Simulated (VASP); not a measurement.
Here is a VASP 6.6.1 calculation.

Contents of POSCAR:

```
TiO2
1.0
   -1.8985500000      1.8985500000      4.7895000000
    1.8985500000     -1.8985500000      4.7895000000
    1.8985500000      1.8985500000     -4.7895000000
Ti O
2 4
Direct
    0.0000000000      0.0000000000      0.0000000000
    0.7500000000      0.2500000000      0.5000000000
    0.2078000000      0.2078000000      0.0000000000
    0.9578000000      0.4578000000      0.5000000000
    0.5422000000      0.0422000000      0.5000000000
    0.7922000000      0.7922000000      0.0000000000
```

INCAR.step1

```
PREC = Accurate
ENCUT = 520
ISMEAR = -1
SIGMA = 0.03
LREAL = F
LASPH = T
NELM = 150
ISPIN = 2
MAGMOM = 0 0 0 0 0 0
LMAXMIX = 4
ISYM = 0
NBANDS = 37
GGA = PE
ALGO = Normal
EDIFF = 1E-4
LWAVE = T
LCHARG = F
```

Contents of INCAR.step2:

```
PREC = Accurate
ENCUT = 520
EDIFF = 1E-6
ISMEAR = -1
SIGMA = 0.03
LREAL = F
LASPH = T
NELM = 150
ALGO = Normal
ISIF = 2
LWAVE = F
LCHARG = T
ISPIN = 2
MAGMOM = 0 0 0 0 0 0
LORBIT = 11
LMAXMIX = 4
METAGGA = R2SCAN
LMIXTAU = T
LELF = T
LVHAR = T
ISYM = 0
NBANDS = 37
ISTART = 1
```

The input KPOINTS:

```
regular mesh
0
Gamma
  5 5 6
```

Potentials or basis: VASP PAW PBE potentials, release 64 (Ti_sv, O).

Run with:

```sh
$ cat potpaw_PBE.64/Ti_sv/POTCAR potpaw_PBE.64/O/POTCAR > POTCAR
$ cp INCAR.step1 INCAR
$ mpirun -np 1 vasp_std > vasp.out
$ cp INCAR.step2 INCAR
$ mpirun -np 1 vasp_std > vasp.out
```

**Question.** Predict the net moment.

**Answer.** 0.00 μB per cell.

**Question.** What does it give for the band gap on the k mesh?

**Answer.** 2.52 eV (least direct gap 2.93 eV).

Forces in eV/Å, atoms in the order of the input:
```
Ti   0.000  0.000  0.000
Ti   0.000  0.000  0.000
O    0.000  0.000 -0.041
O    0.000  0.000 -0.041
O    0.000  0.000  0.041
O    0.000  0.000  0.041
```

Caveat: the PAW data sets were made with another functional, which shifts forces and pressure a little; an odd mesh through Γ misses points on the zone boundary, where band edges can lie.
